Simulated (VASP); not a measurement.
# BaH2 (P6_3/mmc) in VASP: a series of runs

The runs below take BaH2 through single point, with PBEsol.

All numbers are computed with VASP 6.6.1; they aren't measurements. Logs are shortened: lines on timing, memory, paths and dates and some standing lists are left out, and cuts for length are marked.

## 1. The cell of the first run

Symmetry: P6_3/mmc, No. 194, hexagonal system. Conventional cell: a = 4.354 Å, b = 4.354 Å, c = 5.702 Å, α = 90.00°, β = 90.00°, γ = 120.00°. Ba (site symmetry -6m2) has 11 H at 2.51 to 2.89 Å within 3.3 Å. Within 3.3 Å of H (site symmetry -6m2) lie 5 Ba at 2.51 to 2.85 Å and 6 H at 2.89 Å. H (site symmetry -3m) has 8 H at 2.85 to 2.89 Å and 6 Ba at 2.89 Å within 3.8 Å.

## 2. Single point, PBEsol (15.60 Å³/atom)

The input, INCAR:

```
PREC     = Accurate       # precision mode
ENCUT    = 520            # plane-wave cutoff, eV
EDIFF    = 1E-6           # SCF threshold, eV
ISMEAR   = 0              # smearing method
SIGMA    = 0.02           # smearing width, eV
LREAL    = F              # projectors in reciprocal space
LASPH    = T              # aspherical terms in the spheres
NELM     = 80             # most SCF steps
ALGO     = Normal         # electronic algorithm
ISIF     = 2              # what is computed and relaxed
LWAVE    = F              # write WAVECAR
LCHARG   = F              # write CHGCAR
GGA      = PS             # functional
NBANDS   = 21             # bands
```

The input, KPOINTS:

```
Automatic mesh
0
Gamma
  9 9 6
```

The input, POSCAR:

```
BaH2
1.0
    4.3535464313      0.0000000000      0.0000000000
   -2.1767732156      3.7702818060      0.0000000000
    0.0000000000      0.0000000000      5.7020681924
Ba H
2 4
Direct
    0.6666666667      0.3333333333      0.7500000000
    0.3333333333      0.6666666667      0.2500000000
    0.3333333333      0.6666666667      0.7500000000
    0.6666666667      0.3333333333      0.2500000000
    0.0000000000      0.0000000000      0.5000000000
    0.0000000000      0.0000000000      0.0000000000
```

Potentials or basis: VASP PAW PBE potentials, release 64 (Ba_sv, H).

Run with:

```bash
$ cat potpaw_PBE.64/Ba_sv/POTCAR potpaw_PBE.64/H/POTCAR > POTCAR
$ mpirun -np 1 vasp_std > vasp.out
```

OUTCAR:

```text
PREC = Accurate
   ENCUT = 520
   EDIFF = 1E-6
   ISMEAR = 0
   LREAL = F
   LASPH = T
   NELM = 80
   ISIF = 2
   GGA = PS

 ion  position               nearest neighbor table
   1  0.667  0.333  0.750-   3 2.51   3 2.51   3 2.51   2 3.80   2 3.80   2 3.80   2 3.80   2 3.80
                             2 3.80
   2  0.333  0.667  0.250-   4 2.51   4 2.51   4 2.51   1 3.80   1 3.80   1 3.80   1 3.80   1 3.80
                             1 3.80
   3  0.333  0.667  0.750-   1 2.51   1 2.51   1 2.51
   4  0.667  0.333  0.250-   2 2.51   2 2.51   2 2.51
   5  0.000  0.000  0.500-
   6  0.000  0.000  0.000-

  LATTYP: Found a hexagonal cell.
 ALAT       =     4.3535464313
 C/A-ratio  =     1.3097524702

  Lattice vectors:

 A1 = (   4.3535464313,   0.0000000000,   0.0000000000)
 A2 = (  -2.1767732156,   3.7702818060,   0.0000000000)
 A3 = (   0.0000000000,   0.0000000000,   5.7020681924)

Analysis of symmetry for initial positions (statically):
=====================================================================
 Subroutine PRICEL returns:
 Original cell was already a primitive cell.

 Routine SETGRP: Setting up the symmetry group for a
 hexagonal supercell.

 Subroutine GETGRP returns: Found 24 space group operations
 (whereof 12 operations were pure point group operations)
 out of a pool of 24 trial point group operations.

The static configuration has the point symmetry D_3d.
 The point group associated with its full space group is D_6h.

Analysis of symmetry for dynamics (positions and initial velocities):
=====================================================================
 Subroutine PRICEL returns:
 Original cell was already a primitive cell.

 Routine SETGRP: Setting up the symmetry group for a
 hexagonal supercell.

 Subroutine GETGRP returns: Found 24 space group operations
 (whereof 12 operations were pure point group operations)
 out of a pool of 24 trial point group operations.

The dynamic configuration has the point symmetry D_3d.
 The point group associated with its full space group is D_6h.

 Subroutine INISYM returns: Found 24 space group operations
 (whereof 12 operations are pure point group operations),
 and found     1 'primitive' translations

----------------------------------------------------------------------------------------

                                     Primitive cell

[... 99 lines left out ...]
   LREAL  =      F    real-space projection
   EDIFFG = 0.1E-04   stopping-criterion for IOM
   NSW    =      0    number of steps for IOM
   IBRION =     -1    ionic relax: 0-MD 1-quasi-New 2-CG
   NFREE  =      0    steps in history (QN), initial steepest desc. (CG)
   ISIF   =      2    stress and relaxation
   ISYM   =      2    0-nonsym 1-usesym 2-fastsym
   POTIM  = 0.5000    time-step for ionic-motion
   TEBEG  =    0.0;   TEEND  =   0.0 temperature during run
   PSTRESS=    0.0 pullay stress
   NELECT =      24.0000    total number of electrons
   NUPDOWN=      -1.0000    fix difference up-down
   EMIN   =  10.00;   EMAX   =-10.00  energy-range for DOS
   EFERMI =   0.00;   METHOD = LEGACY
   ISMEAR =     0;   SIGMA  =   0.02  broadening in eV -4-tet -1-fermi 0-gaus
   EFERMI_NEDOS =   21; number of points for ismear=-14 and -15
   IALGO  =     38    algorithm
   IMIX   =      4    mixing-type and parameters
     AMIX     =   0.40;   BMIX     =  1.00
     AMIX_MAG =   1.60;   BMIX_MAG =  1.00
  volume/ion in A,a.u.               =      15.60       105.27
  Fermi-wavevector in a.u.,A,eV,Ry     =   1.040069  1.965445 14.718011  1.081743
  Thomas-Fermi vector in A             =   2.174628
   LORBIT       =      0    0 simple, 1 ext, 2 COOP (PROOUT), +10 PAW based schemes
   GGA     = PS    functional components
   LHFCALC =     F    Hartree Fock is set to
   AEXX    =    0.0000 exact exchange contribution
   IVDW    =     0    specifies the selected vdW correction
   LEPSILON=     F    determine dielectric tensor
   LRPA    =     F    only Hartree local field effects (RPA)
 non-spin polarized calculation
 Gauss-broadening in eV      SIGMA  =   0.02
  energy-cutoff  :      520.00
  volume of cell :       93.59
 maximum number of plane-waves:      2534
   NGX = 17   NGY = 17   NGZ = 21

 number of electron      23.9999997 magnetization

 Free energy of the ion-electron system (eV)
  ---------------------------------------------------
  ext. energy  EPLUGINS =         0.00000000
  ---------------------------------------------------
  free energy    TOTEN  =       -20.43583823 eV

  energy without entropy =      -20.43583823  energy(sigma->0) =      -20.43583823

 E-fermi :   1.6102     XC(G=0):  -9.2772

 val. band max:        1.4753328773   @ k =   0.0000   0.0000   0.1667
 cond. band min:       3.0545673085   @ k =   0.3333   0.3333   0.5000
 fundamental gap:      1.5792344311
 Fermi energy:         1.6101612680

 k-point     1 :       0.0000    0.0000    0.0000
  band No.  band energies     occupation
      1     -25.4482      2.00000
      2     -25.1509      2.00000
      3     -11.4981      2.00000
      4     -10.4609      2.00000
      5     -10.4609      2.00000
      6     -10.0803      2.00000
[... 565 lines left out ...]
     20       8.6215      0.00000
     21       8.6215      0.00000

 [... further k-points ...]

------------------------ aborting loop because EDIFF is reached ----------------------------------------

  FORCE on cell =-STRESS in cart. coord.  units (eV):
  Direction    XX          YY          ZZ          XY          YZ          ZX
  --------------------------------------------------------------------------------------
  -------------------------------------------------------------------------------------
  Total        1.1535904      1.1535904      1.1481275      0.0000000      0.0000000      0.0000000
  in kB       19.7475311     19.7475311     19.6540159      0.0000000      0.0000000      0.0000000
  external PRESSURE =      19.7163593 kB  Pullay stress =       0.0000000 kB

 VOLUME and BASIS-vectors are now :
 -----------------------------------------------------------------------------
  energy-cutoff  :      520.00
  volume of cell :       93.59
      direct lattice vectors                 reciprocal lattice vectors
     4.353546431  0.000000000  0.000000000     0.229697791  0.132616082  0.000000000
    -2.176773216  3.770281806  0.000000000     0.000000000  0.265232163  0.000000000
     0.000000000  0.000000000  5.702068192     0.000000000  0.000000000  0.175374963

 POSITION                                       TOTAL-FORCE (eV/Angst)
 -----------------------------------------------------------------------------------
      2.17677      1.25676      4.27655        -0.000000     -0.000000     -0.000000
     -0.00000      2.51352      1.42552        -0.000000      0.000000      0.000000
     -0.00000      2.51352      4.27655         0.000000      0.000000      0.000000
      2.17677      1.25676      1.42552         0.000000     -0.000000      0.000000
      0.00000      0.00000      2.85103         0.000000     -0.000000      0.000000
      0.00000      0.00000      0.00000         0.000000     -0.000000      0.000000
 -----------------------------------------------------------------------------------
    total drift:                               -0.000000      0.000000     -0.000000

  FREE ENERGIE OF THE ION-ELECTRON SYSTEM (eV)
  ---------------------------------------------------
  free  energy   TOTEN  =       -20.4358382317 eV

  energy  without entropy=      -20.4358382317  energy(sigma->0) =      -20.43583823
```

OSZICAR:

```text
N       E                     dE             d eps       ncg     rms          rms(c)
DAV:   1     0.128518890177E+03    0.12852E+03   -0.10188E+04  2016   0.976E+02
DAV:   2    -0.136332352371E+02   -0.14215E+03   -0.13759E+03  2901   0.195E+02
DAV:   3    -0.215587435036E+02   -0.79255E+01   -0.78874E+01  2697   0.468E+01
DAV:   4    -0.217079224320E+02   -0.14918E+00   -0.14911E+00  2865   0.498E+00
DAV:   5    -0.217095637693E+02   -0.16413E-02   -0.16413E-02  2680   0.462E-01    0.809E+00
DAV:   6    -0.206708551652E+02    0.10387E+01   -0.10387E+00  2411   0.434E+00    0.461E+00
DAV:   7    -0.204297997206E+02    0.24106E+00   -0.11693E+00  2426   0.437E+00    0.968E-01
DAV:   8    -0.204358714693E+02   -0.60717E-02   -0.10605E-01  2305   0.141E+00    0.216E-01
DAV:   9    -0.204363028609E+02   -0.43139E-03   -0.11057E-02  2438   0.434E-01    0.161E-01
DAV:  10    -0.204358231047E+02    0.47976E-03   -0.24237E-03  2334   0.218E-01    0.142E-02
DAV:  11    -0.204358463209E+02   -0.23216E-04   -0.14601E-04  2760   0.502E-02    0.214E-02
DAV:  12    -0.204358380329E+02    0.82880E-05   -0.18291E-05  2413   0.212E-02    0.856E-03
DAV:  13    -0.204358382317E+02   -0.19884E-06   -0.14504E-06  1944   0.583E-03
   1 F= -.20435838E+02 E0= -.20435838E+02  d E =-.850318E-24
```

Wall time 63 s (1 thread of AMD EPYC 7R13, shared host); peak memory 0.25 GiB.

Results:

- Free energy: -20.4358 eV
- Pressure: 2.0 GPa
- Band gap on the k mesh: 1.58 eV (least direct gap 2.39 eV)

Caveat: the PAW data sets were made with another functional, which shifts forces and pressure a little; spin-orbit coupling is left out, which moves the levels of the heavy elements. A k mesh can miss the band edges.

## 3. Single point, PBEsol

This run uses another cell than the first one, of 16.08 Å³/atom.

The input, INCAR:

```
SYSTEM = BaH2
  ALGO = Normal
  EDIFF = 1E-7
  ENCUT = 520
  GGA = PS
  ISIF = 2
  ISMEAR = 0
  LASPH = .True.
  LCHARG = .True.
  LELF = .True.
  LREAL = .False.
  LVHAR = .True.
  LWAVE = .False.
  NBANDS = 21
  NELM = 80
  PREC = Accurate
  SIGMA = 0.02
```

The input, KPOINTS:

```
k-points
0
Gamma
  9 9 6
  0 0 0
```

POSCAR, as its differences from that of step 2:

```diff
@@ -2,5 +2,5 @@
 1.0
-    4.3535464313      0.0000000000      0.0000000000
-   -2.1767732156      3.7702818060      0.0000000000
-    0.0000000000      0.0000000000      5.7020681924
+    4.3845406235      0.0000000000      0.0000000000
+   -2.1922703118      3.7971235639      0.0000000000
+    0.0000000000      0.0000000000      5.7956057865
 Ba H
```

Potentials or basis: VASP PAW PBE potentials, release 64 (Ba_sv, H).

Run with:

```bash
$ cat potpaw_PBE.64/Ba_sv/POTCAR potpaw_PBE.64/H/POTCAR > POTCAR
$ mpirun -np 1 vasp_std > vasp.out
```

Wall time 1.9 min (1 thread of AMD EPYC 7R13, shared host); peak memory 0.29 GiB.

The run converged. Its results:

```yaml
Free_energy: -20.4614 eV
Pressure: 0.8 GPa
Band_gap_on_the_k_mesh: 1.53 eV (least direct gap 2.44 eV)
```

Levels at points of the mesh, in eV from the valence-band top:
```csv
k point,band 8,band 9,band 10,band 11,band 12,band 13,band 14,band 15,band 16,band 17
"(0.00, 0.00, 0.00)",-11.54,-4.50,-3.19,-0.31,-0.01,2.68,2.68,3.73,3.73,3.87
"(0.00, 0.00, 0.50)",-11.82,-3.30,-3.30,-0.43,-0.43,2.47,2.47,2.47,2.47,4.16
```

Caveat: the PAW data sets were made with another functional, which shifts forces and pressure a little; spin-orbit coupling is left out, which moves the levels of the heavy elements.
